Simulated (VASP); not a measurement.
Set up this calculation in VASP 6.6.1, as the native input.

- Task: single point
- Functional: PBE
- Potentials or basis: VASP PAW PBE potentials, release 64 (Mg)
- Cutoff: 520 eV
- k mesh: 11 × 11 × 11
- Occupations: fermi-dirac, width 0.05 eV
- Spin: no spin polarisation
- Dipole correction: no
- Further INCAR settings: ALGO = Normal; EDIFF = 1e-06; NBANDS = 7

The structure of Mg lies in POSCAR:

```
Mg
1.0
   -1.7845050011      1.7845050011      1.7845050011
    1.7845050011     -1.7845050011      1.7845050011
    1.7845050011      1.7845050011     -1.7845050011
Mg
1
Direct
    0.0000000000      0.0000000000      0.0000000000
```

This cell differs from its parent crystal: volume scaled by 1.02.

The input as run:

INCAR

```
SYSTEM = Mg
PREC = Accurate ; ENCUT = 520
EDIFF = 1E-6 ; ISMEAR = -1
SIGMA = 0.05 ; LREAL = .FALSE.
LASPH = .TRUE. ; NELM = 60
ALGO = Normal ; ISIF = 2
LWAVE = .FALSE. ; LCHARG = .TRUE.
GGA = PE ; LELF = .TRUE.
LVHAR = .TRUE. ; NBANDS = 7
```

KPOINTS

```
Automatic mesh
0
G
  11 11 11
  0 0 0
```

Potentials or basis: VASP PAW PBE potentials, release 64 (Mg).

The run is started by

```console
$ cat potpaw_PBE.64/Mg/POTCAR > POTCAR
$ mpirun -np 1 vasp_std > vasp.out
```

It gave:

```yaml
Pressure: 0.1 GPa
Band_gap_on_the_k_mesh: zero (band 1 reaches 4.96 eV, above the bottom of band 2 at 1.93 eV)
```

It took 4.7 s on 1 thread of Intel(R) Xeon(R) Platinum 8259CL CPU @ 2.50GHz (Skylake/Cascade Lake), with other jobs on the host, peak memory 0.14 GiB.
